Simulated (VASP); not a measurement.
# CaSe (I-4m2) in VASP: single point with LDA

Aim: the single point of CaSe with LDA.

All numbers are computed with VASP 6.6.1; they aren't measurements. Logs are shortened: lines on timing, memory, paths and dates and some standing lists are left out, and cuts for length are marked.

**1. The cell of the first run**

The structure is tetragonal, space group I-4m2 (No. 119). The conventional cell has a = 4.592 Å, b = 4.592 Å, c = 6.818 Å, α = 90.00°, β = 90.00°, γ = 90.00°. Ca (site symmetry -4m2) has 4 Se at 2.86 Å within 3.8 Å. Se (site symmetry -4m2) has 4 Ca at 2.86 Å within 3.8 Å.

**2. Single point, LDA**

INCAR

```
PREC = Accurate
ENCUT = 520
EDIFF = 1E-6
ISMEAR = 0
SIGMA = 0.05
LREAL = F
LASPH = T
NELM = 80
ALGO = Normal
ISIF = 2
LWAVE = F
LCHARG = F
NBANDS = 15
```

KPOINTS

```
Automatic mesh
0
Gamma
  8 8 8
```

POSCAR

```
CaSe
1.0
    0.0000000000      3.2467648845      3.4091031287
    3.2467648845      0.0000000000      3.4091031287
    3.2467648845      3.2467648845      0.0000000000
Ca Se
1 1
Direct
    0.0000000000      0.0000000000      0.0000000000
    0.7500000000      0.7500000000      0.7500000000
```

Potentials or basis: VASP PAW LDA potentials, release 64 (Ca_sv, Se).

Started as:

```bash
cat potpaw_LDA.64/Ca_sv/POTCAR potpaw_LDA.64/Se/POTCAR > POTCAR
mpirun -np 1 vasp_std > vasp.out
```

OUTCAR:

```text
PREC = Accurate
   ENCUT = 520
   EDIFF = 1E-6
   ISMEAR = 0
   LREAL = F
   LASPH = T
   NELM = 80
   ISIF = 2

 ion  position               nearest neighbor table
   1  0.000  0.000  0.000-   2 2.86   2 2.86   2 2.86   2 2.86
   2  0.750  0.750  0.750-   1 2.86   1 2.86   1 2.86   1 2.86

  LATTYP: Found a body centered tetragonal cell.
 ALAT       =     4.5916189335
 C/A-ratio  =     1.4849242405

  Lattice vectors:

 A1 = (  -3.2467648845,   0.0000000000,   3.4091031287)
 A2 = (   3.2467648845,   0.0000000000,   3.4091031287)
 A3 = (   0.0000000000,   3.2467648845,  -3.4091031287)

Analysis of symmetry for initial positions (statically):
=====================================================================
 Subroutine PRICEL returns:
 Original cell was already a primitive cell.

 Routine SETGRP: Setting up the symmetry group for a
 body centered tetragonal supercell.

 Subroutine GETGRP returns: Found  8 space group operations
 (whereof  8 operations were pure point group operations)
 out of a pool of 16 trial point group operations.

The static configuration has the point symmetry D_2d.

Analysis of symmetry for dynamics (positions and initial velocities):
=====================================================================
 Subroutine PRICEL returns:
 Original cell was already a primitive cell.

 Routine SETGRP: Setting up the symmetry group for a
 body centered tetragonal supercell.

 Subroutine GETGRP returns: Found  8 space group operations
 (whereof  8 operations were pure point group operations)
 out of a pool of 16 trial point group operations.

The dynamic configuration has the point symmetry D_2d.

 Subroutine INISYM returns: Found  8 space group operations
 (whereof  8 operations are pure point group operations),
 and found     1 'primitive' translations

----------------------------------------------------------------------------------------

                                     Primitive cell

  volume of cell :      71.8740

  direct lattice vectors                    reciprocal lattice vectors
     0.000000000  3.246764885  3.409103129    -0.153999448  0.153999448  0.146666141
     3.246764885  0.000000000  3.409103129     0.153999448 -0.153999448  0.146666141
     3.246764885  3.246764885  0.000000000     0.153999448  0.153999448 -0.146666141

  length of vectors
     4.707809083  4.707809083  4.591618933     0.262569261  0.262569261  0.262569261

  position of ions in fractional coordinates (direct lattice)
     0.000000000  0.000000000  0.000000000
     0.750000000  0.750000000  0.750000000

  ion indices of the primitive-cell ions
   primitive index   ion index
                 1           1
                 2           2

----------------------------------------------------------------------------------------

 KPOINTS: Automatic mesh

Automatic generation of k-mesh.
 Grid dimensions read from file:
 generate k-points for:    8    8    8

 Generating k-lattice:

  Cartesian coordinates                     Fractional coordinates (reciprocal lattice)
    -0.019249931  0.019249931  0.018333268     0.125000000 -0.000000000  0.000000000
     0.019249931 -0.019249931  0.018333268    -0.000000000  0.125000000  0.000000000
     0.019249931  0.019249931 -0.018333268     0.000000000  0.000000000  0.125000000

  Length of vectors
     0.032821158  0.032821158  0.032821158

  Shift w.r.t. Gamma in fractional coordinates (k-lattice)
     0.000000000  0.000000000  0.000000000

 Subroutine IBZKPT returns following result:
 ===========================================

 Found     59 irreducible k-points:

 Following reciprocal coordinates:
            Coordinates               Weight
  0.000000  0.000000  0.000000      1.000000
  0.125000  0.000000  0.000000      8.000000
  0.250000  0.000000  0.000000      8.000000
  0.375000 -0.000000  0.000000      8.000000
  0.500000  0.000000  0.000000      4.000000
  0.125000  0.125000  0.000000      2.000000
[... 16 lines left out ...]
  0.250000  0.000000  0.125000     16.000000
  0.375000 -0.000000  0.125000     16.000000
 [... further k-points ...]
   k-points           NKPTS =     59   k-points in BZ     NKDIM =     59   number of bands    NBANDS=     15
   number of dos      NEDOS =    301   number of ions     NIONS =      2
   total plane-waves  NPLWV =  46656
   dimension x,y,z NGX =    36 NGY =   36 NGZ =   36
   dimension x,y,z NGXF=    72 NGYF=   72 NGZF=   72
   ions per type =               1   1
   NGX,Y,Z   is equivalent  to a cutoff of  12.71, 12.71, 13.03 a.u.
   NGXF,Y,Z  is equivalent  to a cutoff of  25.43, 25.43, 26.07 a.u.
 SYSTEM =  unknown system
   PREC   = accura    normal or accurate (medium, high low for compatibility)
   ISTART =      0    job   : 0-new  1-cont  2-samecut
   ICHARG =      2    charge: 1-file 2-atom 10-const
   ISPIN  =      1    spin polarized calculation?
   LNONCOLLINEAR =      F non collinear calculations
   LSORBIT =      F    spin-orbit coupling
   LASPH  =      T    aspherical Exc in radial PAW
   ENCUT  =  520.0 eV  38.22 Ry    6.18 a.u.   8.75  8.75  8.54*2*pi/ulx,y,z
   NELM   =     80;   NELMIN=  2; NELMDL= -5     # of ELM steps
   EDIFF  = 0.1E-05   stopping-criterion for ELM
   LREAL  =      F    real-space projection
   EDIFFG = 0.1E-04   stopping-criterion for IOM
   NSW    =      0    number of steps for IOM
   IBRION =     -1    ionic relax: 0-MD 1-quasi-New 2-CG
   NFREE  =      0    steps in history (QN), initial steepest desc. (CG)
   ISIF   =      2    stress and relaxation
   ISYM   =      2    0-nonsym 1-usesym 2-fastsym
   POTIM  = 0.5000    time-step for ionic-motion
   TEBEG  =    0.0;   TEEND  =   0.0 temperature during run
   PSTRESS=    0.0 pullay stress
   NELECT =      16.0000    total number of electrons
   NUPDOWN=      -1.0000    fix difference up-down
   EMIN   =  10.00;   EMAX   =-10.00  energy-range for DOS
   EFERMI =   0.00;   METHOD = LEGACY
   ISMEAR =     0;   SIGMA  =   0.05  broadening in eV -4-tet -1-fermi 0-gaus
   EFERMI_NEDOS =   21; number of points for ismear=-14 and -15
   IALGO  =     38    algorithm
   IMIX   =      4    mixing-type and parameters
     AMIX     =   0.40;   BMIX     =  1.00
     AMIX_MAG =   1.60;   BMIX_MAG =  1.00
  volume/ion in A,a.u.               =      35.94       242.51
  Fermi-wavevector in a.u.,A,eV,Ry     =   0.992181  1.874950 13.393889  0.984423
  Thomas-Fermi vector in A             =   2.123975
   LORBIT       =      0    0 simple, 1 ext, 2 COOP (PROOUT), +10 PAW based schemes
   GGA     = CA    functional components
   LHFCALC =     F    Hartree Fock is set to
   AEXX    =    0.0000 exact exchange contribution
   IVDW    =     0    specifies the selected vdW correction
   LEPSILON=     F    determine dielectric tensor
   LRPA    =     F    only Hartree local field effects (RPA)
 non-spin polarized calculation
 Gauss-broadening in eV      SIGMA  =   0.05
  energy-cutoff  :      520.00
  volume of cell :       71.87
 maximum number of plane-waves:      1964
   NGX = 17   NGY = 17   NGZ = 17

 number of electron      15.9999999 magnetization

 Free energy of the ion-electron system (eV)
  ---------------------------------------------------
  ext. energy  EPLUGINS =         0.00000000
  ---------------------------------------------------
  free energy    TOTEN  =        -9.81086171 eV

  energy without entropy =       -9.81086171  energy(sigma->0) =       -9.81086171

 E-fermi :  -0.1205     XC(G=0):  -7.9510

 val. band max:       -0.4604119073   @ k =  -0.3750   0.2500   0.0000
 cond. band min:       2.3478196933   @ k =   0.0000   0.0000   0.0000
 fundamental gap:      2.8082316006
 Fermi energy:        -0.1204955109

 k-point     1 :       0.0000    0.0000    0.0000
  band No.  band energies     occupation
      1     -39.2021      2.00000
      2     -20.5127      2.00000
      3     -20.5127      2.00000
      4     -20.5003      2.00000
      5     -10.8781      2.00000
      6      -0.6719      2.00000
      7      -0.6035      2.00000
      8      -0.6035      2.00000
      9       2.3478      0.00000
     10       4.5345      0.00000
     11       4.7715      0.00000
     12       6.4838      0.00000
     13       6.7165      0.00000
     14       6.7165      0.00000
     15       8.1993      0.00000

 k-point     2 :       0.1250    0.0000    0.0000
  band No.  band energies     occupation
      1     -39.2018      2.00000
      2     -20.5180      2.00000
      3     -20.5134      2.00000
      4     -20.5024      2.00000
      5     -10.8418      2.00000
      6      -0.8988      2.00000
      7      -0.6400      2.00000
      8      -0.5830      2.00000
      9       2.8270      0.00000
     10       4.4743      0.00000
     11       4.6788      0.00000
     12       6.3174      0.00000
     13       6.6214      0.00000
     14       6.7009      0.00000
     15       7.8577      0.00000

 k-point     3 :       0.2500    0.0000    0.0000
  band No.  band energies     occupation
      1     -39.2012      2.00000
      2     -20.5321      2.00000
      3     -20.5149      2.00000
      4     -20.5058      2.00000
      5     -10.7537      2.00000
      6      -1.3520      2.00000
      7      -0.6304      2.00000
      8      -0.5364      2.00000
      9       3.7465      0.00000
     10       4.4500      0.00000
     11       4.5769      0.00000
     12       5.6950      0.00000
     13       6.4093      0.00000
     14       6.4327      0.00000
     15       7.3084      0.00000
[... 343 lines left out ...]
 k-point    23 :       0.2500    0.0000    0.1250
  band No.  band energies     occupation
      1     -39.2012      2.00000
      2     -20.5305      2.00000
      3     -20.5169      2.00000
      4     -20.5048      2.00000
      5     -10.7578      2.00000
      6      -1.2748      2.00000
      7      -0.6658      2.00000
      8      -0.5877      2.00000
      9       3.7005      0.00000
     10       4.2699      0.00000
     11       4.7537      0.00000
     12       5.8509      0.00000
     13       6.2553      0.00000
     14       6.5652      0.00000
     15       7.6017      0.00000

 k-point    24 :       0.3750   -0.0000    0.1250
  band No.  band energies     occupation
      1     -39.2006      2.00000
      2     -20.5442      2.00000
      3     -20.5188      2.00000
      4     -20.5082      2.00000
      5     -10.6693      2.00000
      6      -1.5698      2.00000
      7      -0.6705      2.00000
      8      -0.5731      2.00000
      9       4.0097      0.00000
     10       4.4794      0.00000
     11       4.8442      0.00000
     12       5.3867      0.00000
     13       5.8630      0.00000
     14       6.2979      0.00000
     15       7.6049      0.00000

 [... further k-points ...]

------------------------ aborting loop because EDIFF is reached ----------------------------------------

  FORCE on cell =-STRESS in cart. coord.  units (eV):
  Direction    XX          YY          ZZ          XY          YZ          ZX
  --------------------------------------------------------------------------------------
  -------------------------------------------------------------------------------------
  Total       -1.0989576     -1.0989576     -1.3153705      0.0000000      0.0000000     -0.0000000
  in kB      -24.4973847    -24.4973847    -29.3215464      0.0000000      0.0000000     -0.0000000
  external PRESSURE =     -26.1054386 kB  Pullay stress =       0.0000000 kB

 VOLUME and BASIS-vectors are now :
 -----------------------------------------------------------------------------
  energy-cutoff  :      520.00
  volume of cell :       71.87
      direct lattice vectors                 reciprocal lattice vectors
     0.000000000  3.246764885  3.409103129    -0.153999448  0.153999448  0.146666141
     3.246764885  0.000000000  3.409103129     0.153999448 -0.153999448  0.146666141
     3.246764885  3.246764885  0.000000000     0.153999448  0.153999448 -0.146666141

 POSITION                                       TOTAL-FORCE (eV/Angst)
 -----------------------------------------------------------------------------------
      0.00000      0.00000      0.00000         0.000000      0.000000      0.000000
      4.87015      4.87015      5.11365        -0.000000     -0.000000     -0.000000
 -----------------------------------------------------------------------------------
    total drift:                                0.000000      0.000000     -0.000000

  FREE ENERGIE OF THE ION-ELECTRON SYSTEM (eV)
  ---------------------------------------------------
  free  energy   TOTEN  =        -9.8108617064 eV

  energy  without entropy=       -9.8108617064  energy(sigma->0) =       -9.81086171
```

It took 20 s on 1 thread of Intel Xeon 6975P-C (Granite Rapids), shared host; peak memory 0.21 GiB.

Results:

* Free energy: -9.8109 eV
* Pressure: -2.6 GPa
* Band gap on the k mesh: 2.81 eV (least direct gap 2.95 eV)

Levels at points of the mesh, in eV from the valence-band top:
```csv
k point,band 4,band 5,band 6,band 7,band 8,band 9,band 10,band 11,band 12,band 13
"(0.00, 0.00, 0.00)",-20.04,-10.42,-0.21,-0.14,-0.14,2.81,4.99,5.23,6.94,7.18
"(0.50, 0.00, 0.00)",-20.05,-10.17,-1.32,-0.16,-0.02,4.78,5.16,5.24,5.49,6.10
"(0.50, 0.50, 0.00)",-20.06,-10.09,-1.40,-0.03,-0.03,3.23,4.69,5.81,5.81,5.84
"(0.50, 0.00, 0.50)",-20.05,-10.08,-1.30,-0.17,-0.15,3.31,4.68,5.82,5.85,5.88
```

 A k mesh can miss the band edges.
